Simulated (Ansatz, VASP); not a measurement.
**Two plane-wave programs on BaTiO3**

```
CELL_PARAMETERS angstrom
3.97275 0.00000 0.00000
0.00000 3.97275 0.00000
0.00000 0.00000 4.23475
ATOMIC_POSITIONS crystal
Ba 0.50000 0.50000 0.59227
Ti 0.00000 0.00000 0.11062
O 0.00000 0.50000 0.06061
O 0.50000 0.00000 0.06061
O 0.00000 0.00000 0.53588
```

Change from the starting cell: strain along c alone, the other axes held, atoms relaxed: +3.0 %.

Alike in both runs: functional r2SCAN; k mesh 8 × 8 × 8; occupations gaussian, width 0.02 eV; no spin polarisation.

Ansatz relaxed the structure, and its values are those at the end. VASP's run is a single point on that final structure, the one shown.

```csv
,VASP,Ansatz
version,VASP 6.6.1,Ansatz 0.2.0
potentials or method,"VASP PAW PBE potentials, release 64 (Ba_sv, Ti_sv, O), cutoff 520 eV","scalar-relativistic, plane waves, PAW"
valence electrons in the cell,40,40
```

```tsv
	VASP	Ansatz	Ansatz less VASP
gap on the k mesh at the Fermi level (eV)	2.20	2.21	+0.012
least direct gap on the mesh (eV)	2.82	2.81	-0.008
pressure (GPa)	-0.8	-2.6	-1.77
rms of the force components (eV/Å)	0.071	0.001	-0.0698
```

VASP's potentials were made for PBE, not for r2SCAN. Ansatz's warnings: stress scf threshold loose.

Neither program's run includes spin-orbit coupling.
